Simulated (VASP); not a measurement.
Sn3S2, 5 atoms in the cell. It takes space group P-3m1 (No. 164, trigonal). Conventional cell: a = 3.756 Å, b = 3.756 Å, c = 10.233 Å, α = 90.00°, β = 90.00°, γ = 120.00°. Within 3.9 Å of Sn (site symmetry -3m) lie 6 S at 2.93 Å and 6 Sn at 3.76 Å. Sn (site symmetry 3m) has 3 S at 2.81 Å and 3 Sn at 3.46 Å within 3.7 Å. S (site symmetry 3m) has 6 Sn at 2.81 to 2.93 Å within 3.7 Å. 

- Program: VASP 6.6.1
- Task: single point
- Functional: PBE
- Potentials or basis: VASP PAW PBE potentials, release 64 (Sn_d, S)
- Cutoff: 520 eV
- k mesh: 6 × 6 × 4
- Occupations: gaussian, width 0.1 eV
- Spin: no spin polarisation
- Dipole correction: no
- Further INCAR settings: ALGO = Normal; EDIFF = 1e-07; NBANDS = 35

Potentials or basis: VASP PAW PBE potentials, release 64 (Sn_d, S).

The run is started by

```bash
$ cat potpaw_PBE.64/Sn_d/POTCAR potpaw_PBE.64/S/POTCAR > POTCAR
$ mpirun -np 1 vasp_std > vasp.out
```

Hardware: 1 thread of Intel(R) Xeon(R) 6975P-C (Granite Rapids), with other jobs on the host.

Task: How long does it take, and how much memory?

Result: It took 78 s on 1 thread of Intel(R) Xeon(R) 6975P-C (Granite Rapids), with other jobs on the host, peak memory 0.27 GiB. Counts: scf iterations 14, k points 24.
